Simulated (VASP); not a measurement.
# Al32Si in VASP: single point with PBEsol

Aim: the single point of Al32Si with PBEsol.

Everything below comes from runs of VASP 6.6.1. Logs are shortened: lines on timing, memory, paths and dates and some standing lists are left out, and cuts for length are marked.

### 1 The cell of the first run

The cell holds a slab with vacuum, 33 atoms: a = 5.654 Å, b = 5.654 Å, c = 38.395 Å, α = 90.00°, β = 90.00°, γ = 120.00°.

### 2 Single point, PBEsol

Input file INCAR:

```
SYSTEM = Al32Si
  PREC = Accurate
  ENCUT = 400
  EDIFF = 1E-6
  ISMEAR = 0
  SIGMA = 0.1
  LREAL = Auto
  LASPH = .True.
  NELM = 120
  ALGO = Normal
  ISIF = 2
  LWAVE = .False.
  LCHARG = .False.
  LDIPOL = .True.
  IDIPOL = 3
  DIPOL = 0.5 0.5 0.479
  GGA = PS
  NBANDS = 72
  GGA_COMPAT = .False.
  NELMDL = -8
```

Input file KPOINTS:

```
regular mesh
0
Gamma
  6 6 1
  0 0 0
```

Input file POSCAR:

```
Al32Si
1.0
    5.6541540400      0.0000000000      0.0000000000
   -2.8270770200      4.8966410400      0.0000000000
    0.0000000000      0.0000000000     38.3954875961
Al Si
32 1
Direct
    0.1666666666      0.3333333332      0.2604472720
    0.1666666664      0.8333333330      0.2604472720
    0.6666666668      0.3333333332      0.2604472720
    0.6666666666      0.8333333330      0.2604472720
    0.0000000000      0.0000000000      0.3202589380
   -0.0000000002      0.4999999998      0.3202589380
    0.5000000002      0.0000000000      0.3202589380
    0.5000000000      0.4999999998      0.3202589380
    0.3333333334      0.1666666666      0.3800706129
    0.3333333332      0.6666666664      0.3800706129
    0.8333333336      0.1666666666      0.3800706129
    0.8333333334      0.6666666664      0.3800706129
    0.0000000000      0.0000000000      0.4398822790
   -0.0000000002      0.4999999998      0.4398822790
    0.5000000002      0.0000000000      0.4398822790
    0.5000000000      0.4999999998      0.4398822790
    0.1673789746      0.3336894872      0.5004165177
    0.1666666664      0.8333333330      0.5003561086
    0.6663105128      0.3336894872      0.5004165177
    0.6663105126      0.8326210249      0.5004165177
   -0.0025381640      0.0025381639      0.5612470490
   -0.0025381642      0.4949236719      0.5612470490
    0.5050763281      0.0025381639      0.5612470490
    0.5000000000      0.4999999998      0.5612995024
    0.3256379046      0.1512758089      0.6204018288
    0.3256379043      0.6743620952      0.6204018288
    0.8333333336      0.1666666666      0.6288057392
    0.8487241911      0.6743620952      0.6204018288
    0.0012993108     -0.0012993108      0.6930872781
    0.0012993105      0.5025986213      0.6930872781
    0.4974013787     -0.0012993108      0.6930872781
    0.5000000000      0.4999999998      0.6707955525
    0.5000000000      0.4999999998      0.7319338958
```

Potentials or basis: VASP PAW PBE potentials, release 64 (Al, Si).

Command:

```bash
$ cat potpaw_PBE.64/Al/POTCAR potpaw_PBE.64/Si/POTCAR > POTCAR
$ mpirun -np 1 vasp_std > vasp.out
```

OUTCAR:

```text
SYSTEM = Al32Si
   PREC = Accurate
   ENCUT = 400
   EDIFF = 1E-6
   ISMEAR = 0
   LREAL = Auto
   LASPH = .True.
   NELM = 120
   ISIF = 2
   GGA = PS
   NELMDL = -8

 ion  position               nearest neighbor table
   1  0.167  0.333  0.260-   6 2.82   8 2.82   5 2.82   3 2.83   3 2.83   4 2.83   2 2.83   2 2.83
                             4 2.83
   2  0.167  0.833  0.260-   5 2.82   6 2.82   7 2.82   4 2.83   3 2.83   4 2.83   1 2.83   1 2.83
                             3 2.83
   3  0.667  0.333  0.260-   6 2.82   8 2.82   7 2.82   1 2.83   2 2.83   1 2.83   4 2.83   4 2.83
                             2 2.83
   4  0.667  0.833  0.260-   5 2.82   7 2.82   8 2.82   2 2.83   2 2.83   3 2.83   1 2.83   1 2.83
                             3 2.83
   5  0.000  0.000  0.320-   2 2.82   4 2.82   1 2.82  11 2.82   9 2.82  12 2.82   7 2.83   7 2.83
                             6 2.83   8 2.83   8 2.83   6 2.83
   6  1.000  0.500  0.320-   3 2.82   1 2.82   2 2.82  12 2.82  10 2.82  11 2.82   8 2.83   7 2.83
                             8 2.83   5 2.83   5 2.83   7 2.83
   7  0.500  0.000  0.320-   4 2.82   3 2.82   2 2.82  11 2.82   9 2.82  10 2.82   5 2.83   6 2.83
                             5 2.83   8 2.83   8 2.83   6 2.83
   8  0.500  0.500  0.320-   3 2.82   1 2.82   4 2.82  10 2.82  12 2.82   9 2.82   6 2.83   6 2.83
                             5 2.83   7 2.83   5 2.83   7 2.83
   9  0.333  0.167  0.380-  13 2.82  15 2.82  16 2.82   5 2.82   7 2.82   8 2.82  11 2.83  11 2.83
[... 32 lines left out ...]
                            28 2.96  26 2.96  31 3.21  29 3.21
  26  0.326  0.674  0.620-  32 2.58  28 2.70  25 2.70  22 2.78  23 2.78  24 2.84  27 2.85  27 2.85
                            28 2.96  25 2.96  30 3.21  31 3.21
  27  0.833  0.167  0.629-  25 2.85  26 2.85  25 2.85  28 2.85  28 2.85  26 2.85  29 2.97  31 2.97
                            30 2.97  21 3.05  23 3.05  22 3.05
  28  0.849  0.674  0.620-  32 2.58  26 2.70  25 2.70  22 2.78  21 2.78  24 2.84  27 2.85  27 2.85
                            25 2.96  26 2.96  30 3.21  29 3.21
  29  0.001  0.999  0.693-  31 2.81  30 2.81  31 2.85  30 2.85  32 2.95  32 2.95  27 2.97  33 3.20
                            33 3.20  25 3.21  28 3.21
  30  0.001  0.503  0.693-  29 2.81  31 2.81  31 2.85  29 2.85  32 2.95  32 2.95  27 2.97  33 3.20
                            33 3.20  28 3.21  26 3.21
  31  0.497  0.999  0.693-  29 2.81  30 2.81  29 2.85  30 2.85  32 2.95  32 2.95  27 2.97  33 3.20
                            33 3.20  25 3.21  26 3.21
  32  0.500  0.500  0.671-  33 2.35  28 2.58  26 2.58  25 2.58  30 2.95  29 2.95  30 2.95  31 2.95
                            31 2.95  29 2.95
  33  0.500  0.500  0.732-  32 2.35  30 3.20  29 3.20  30 3.20  31 3.20  31 3.20  29 3.20

  LATTYP: Found a hexagonal cell.
 ALAT       =     5.6541540400
 C/A-ratio  =     6.7906688294

  Lattice vectors:

 A1 = (   5.6541540400,   0.0000000000,   0.0000000000)
 A2 = (  -2.8270770200,   4.8966410400,   0.0000000000)
 A3 = (   0.0000000000,   0.0000000000,  38.3954875961)

Analysis of symmetry for initial positions (statically):
=====================================================================
 Subroutine PRICEL returns:
 Original cell was already a primitive cell.

 Routine SETGRP: Setting up the symmetry group for a
 hexagonal supercell.

 Subroutine GETGRP returns: Found  6 space group operations
 (whereof  2 operations were pure point group operations)
 out of a pool of 24 trial point group operations.

The static configuration has the point symmetry C_1h.
 The point group associated with its full space group is C_3v.

Analysis of symmetry for dynamics (positions and initial velocities):
=====================================================================
 Subroutine PRICEL returns:
 Original cell was already a primitive cell.

 Routine SETGRP: Setting up the symmetry group for a
 hexagonal supercell.

 Subroutine GETGRP returns: Found  6 space group operations
 (whereof  2 operations were pure point group operations)
 out of a pool of 24 trial point group operations.

The dynamic configuration has the point symmetry C_1h.
 The point group associated with its full space group is C_3v.

 Subroutine INISYM returns: Found  6 space group operations
 (whereof  2 operations are pure point group operations),
 and found     1 'primitive' translations

----------------------------------------------------------------------------------------

                                     Primitive cell

  volume of cell :    1063.0314

  direct lattice vectors                    reciprocal lattice vectors
     5.654154040  0.000000000  0.000000000     0.176861117  0.102110813  0.000000000
    -2.827077020  4.896641040  0.000000000     0.000000000  0.204221627  0.000000000
     0.000000000  0.000000000 38.395487596     0.000000000  0.000000000  0.026044727

[... 96 lines left out ...]
 ===========================================

 Found      7 irreducible k-points:

 Following reciprocal coordinates:
            Coordinates               Weight
  0.000000  0.000000  0.000000      1.000000
  0.166667  0.000000  0.000000      6.000000
  0.333333  0.000000  0.000000      6.000000
  0.500000  0.000000  0.000000      3.000000
  0.166667  0.166667  0.000000      6.000000
  0.333333  0.166667  0.000000     12.000000
  0.333333  0.333333  0.000000      2.000000
   k-points           NKPTS =      7   k-points in BZ     NKDIM =      7   number of bands    NBANDS=     72
   number of dos      NEDOS =    301   number of ions     NIONS =     33
   total plane-waves  NPLWV = 400000
   dimension x,y,z NGX =    40 NGY =   40 NGZ =  250
   dimension x,y,z NGXF=    80 NGYF=   80 NGZF=  500
   ions per type =              32   1
   NGX,Y,Z   is equivalent  to a cutoff of  11.76, 11.76, 10.82 a.u.
   NGXF,Y,Z  is equivalent  to a cutoff of  23.52, 23.52, 21.65 a.u.
 SYSTEM =  Al32Si
   PREC   = accura    normal or accurate (medium, high low for compatibility)
   ISTART =      0    job   : 0-new  1-cont  2-samecut
   ICHARG =      2    charge: 1-file 2-atom 10-const
   ISPIN  =      1    spin polarized calculation?
   LNONCOLLINEAR =      F non collinear calculations
   LSORBIT =      F    spin-orbit coupling
   LASPH  =      T    aspherical Exc in radial PAW
   ENCUT  =  400.0 eV  29.40 Ry    5.42 a.u.   9.22  9.22 62.61*2*pi/ulx,y,z
   NELM   =    120;   NELMIN=  2; NELMDL= -8     # of ELM steps
   EDIFF  = 0.1E-05   stopping-criterion for ELM
   LREAL  =      T    real-space projection
   EDIFFG = 0.1E-04   stopping-criterion for IOM
   NSW    =      0    number of steps for IOM
   IBRION =     -1    ionic relax: 0-MD 1-quasi-New 2-CG
   NFREE  =      0    steps in history (QN), initial steepest desc. (CG)
   ISIF   =      2    stress and relaxation
   ISYM   =      2    0-nonsym 1-usesym 2-fastsym
   POTIM  = 0.5000    time-step for ionic-motion
   TEBEG  =    0.0;   TEEND  =   0.0 temperature during run
   PSTRESS=    0.0 pullay stress
   NELECT =     100.0000    total number of electrons
   NUPDOWN=      -1.0000    fix difference up-down
   EMIN   =  10.00;   EMAX   =-10.00  energy-range for DOS
   EFERMI =   0.00;   METHOD = LEGACY
   ISMEAR =     0;   SIGMA  =   0.10  broadening in eV -4-tet -1-fermi 0-gaus
   EFERMI_NEDOS =   21; number of points for ismear=-14 and -15
   IALGO  =     38    algorithm
   IMIX   =      4    mixing-type and parameters
     AMIX     =   0.40;   BMIX     =  1.00
     AMIX_MAG =   1.60;   BMIX_MAG =  1.00
  volume/ion in A,a.u.               =      32.21       217.38
  Fermi-wavevector in a.u.,A,eV,Ry     =   0.744548  1.406992  7.542417  0.554352
  Thomas-Fermi vector in A             =   1.839926
   LORBIT       =      0    0 simple, 1 ext, 2 COOP (PROOUT), +10 PAW based schemes
   GGA     = PS    functional components
   LHFCALC =     F    Hartree Fock is set to
   AEXX    =    0.0000 exact exchange contribution
   IVDW    =     0    specifies the selected vdW correction
   LEPSILON=     F    determine dielectric tensor
   LRPA    =     F    only Hartree local field effects (RPA)
 non-spin polarized calculation
 Gauss-broadening in eV      SIGMA  =   0.10
  energy-cutoff  :      400.00
  volume of cell :     1063.03
 maximum number of plane-waves:     19354
 NGX is ok and might be reduce to    40
   NGX = 19   NGY = 19   NGZ =125

 dipolmoment           0.000000      0.000000     -0.852754 electrons x Angstroem

 number of electron     100.0000000 magnetization

 dipolmoment           0.000000      0.000000      0.077752 electrons x Angstroem

 Free energy of the ion-electron system (eV)
  ---------------------------------------------------
  ext. energy  EPLUGINS =         0.00000000
  ---------------------------------------------------
  free energy    TOTEN  =      -131.40827471 eV

  energy without entropy =     -131.32982790  energy(sigma->0) =     -131.36905131

 E-fermi :   1.9773     XC(G=0):  -5.7225

 val. band max:        1.9652805007   @ k =   0.3333   0.1667   0.0000
 cond. band min:       1.9932504359   @ k =   0.0000   0.0000   0.0000
 fundamental gap:      0.0279699353
 Fermi energy:         1.9772933065

 k-point     1 :       0.0000    0.0000    0.0000
  band No.  band energies     occupation
      1      -9.2534      2.00000
      2      -8.9276      2.00000
      3      -8.4473      2.00000
      4      -7.8605      2.00000
      5      -7.1622      2.00000
      6      -6.2940      2.00000
[... 444 lines left out ...]
     61       4.3217      0.00000
     62       4.4724      0.00000
 [bands above 62 left out]

------------------------ aborting loop because EDIFF is reached ----------------------------------------

 vacuum level on the upper side and lower side of the slab       (xc-potential included)         0.128        -0.376

  FORCE on cell =-STRESS in cart. coord.  units (eV):
  Direction    XX          YY          ZZ          XY          YZ          ZX
  --------------------------------------------------------------------------------------
  -------------------------------------------------------------------------------------
  Total       -3.0914541     -3.0914541      2.5662431      0.0000000      0.0000000      0.0000000
  in kB       -4.6593710     -4.6593710      3.8677847      0.0000000      0.0000000      0.0000000
  external PRESSURE =      -1.8169858 kB  Pullay stress =       0.0000000 kB

 VOLUME and BASIS-vectors are now :
 -----------------------------------------------------------------------------
  energy-cutoff  :      400.00
  volume of cell :     1063.03
      direct lattice vectors                 reciprocal lattice vectors
     5.654154040  0.000000000  0.000000000     0.176861117  0.102110813  0.000000000
    -2.827077020  4.896641040  0.000000000     0.000000000  0.204221627  0.000000000
     0.000000000  0.000000000 38.395487596     0.000000000  0.000000000  0.026044727

 POSITION                                       TOTAL-FORCE (eV/Angst)
 -----------------------------------------------------------------------------------
      0.00000      1.63221     10.00000        -0.002083     -0.001202     -0.117168
     -1.41354      4.08053     10.00000        -0.000000      0.000000     -0.125130
      2.82708      1.63221     10.00000         0.002083     -0.001202     -0.117168
      1.41354      4.08053     10.00000        -0.000000      0.002405     -0.117168
      0.00000      0.00000     12.29650        -0.004213      0.002432      0.069781
      4.24062      2.44832     12.29650        -0.000000     -0.004864      0.069781
[... 25 lines left out ...]
      1.41354      2.44832     25.75552        -0.000000      0.000000      0.009723
      1.41354      2.44832     28.10296        -0.000000      0.000000      0.014816
 -----------------------------------------------------------------------------------
    total drift:                               -0.000000     -0.000000      0.002165

  FREE ENERGIE OF THE ION-ELECTRON SYSTEM (eV)
  ---------------------------------------------------
  free  energy   TOTEN  =      -131.4082747118 eV

  energy  without entropy=     -131.3298278990  energy(sigma->0) =     -131.36905131

 vacuum level on the upper side and lower side of the slab         6.488         5.978
```

Run time: 47 min. Hardware: 1 thread of Intel Xeon 8259CL, shared host; peak memory 0.87 GiB.

What came out:

| Quantity | Value |
| --- | --- |
| Free energy | -131.4083 eV |
| Largest force | 0.125 eV/Å |
| Band gap on the k mesh | zero (bands 50 and 51 overlap by 1.39 eV) |

Forces in eV/Å, atoms in the order of the input:
```
Al  -0.002 -0.001 -0.117
Al   0.000  0.000 -0.125
Al   0.002 -0.001 -0.117
Al   0.000  0.002 -0.117
Al  -0.004  0.002  0.070
Al   0.000 -0.005  0.070
Al   0.004  0.002  0.070
Al   0.000  0.000  0.020
Al   0.000 -0.054 -0.036
Al  -0.047  0.027 -0.036
Al   0.000  0.000 -0.001
Al   0.047  0.027 -0.036
Al   0.029 -0.017  0.081
Al   0.000  0.033  0.081
Al  -0.029 -0.017  0.081
Al   0.000  0.000  0.122
Al   0.002  0.001 -0.001
Al   0.000  0.000  0.006
Al  -0.002  0.001 -0.001
Al   0.000 -0.003 -0.001
Al  -0.007  0.004 -0.010
Al   0.000 -0.008 -0.010
Al   0.007  0.004 -0.010
Al   0.000  0.000 -0.016
Al   0.000  0.001 -0.001
Al   0.001 -0.001 -0.001
Al   0.000  0.000 -0.003
Al  -0.001 -0.001 -0.001
Al  -0.007  0.004  0.005
Al   0.000 -0.008  0.005
Al   0.007  0.004  0.005
Al   0.000  0.000  0.010
Si   0.000  0.000  0.015
```

Levels at points of the mesh, in eV from the Fermi level:
```
           k point  band 48  band 49  band 50  band 51  band 52  band 53
(0.00, 0.00, 0.00)    -1.19    -1.11    -1.11    -0.91    -0.86    -0.86
(0.50, 0.00, 0.00)    -0.14    -0.03    -0.02     0.10     0.16     0.46
```

Caveat: the PAW data sets were made with another functional, which shifts forces and pressure a little.
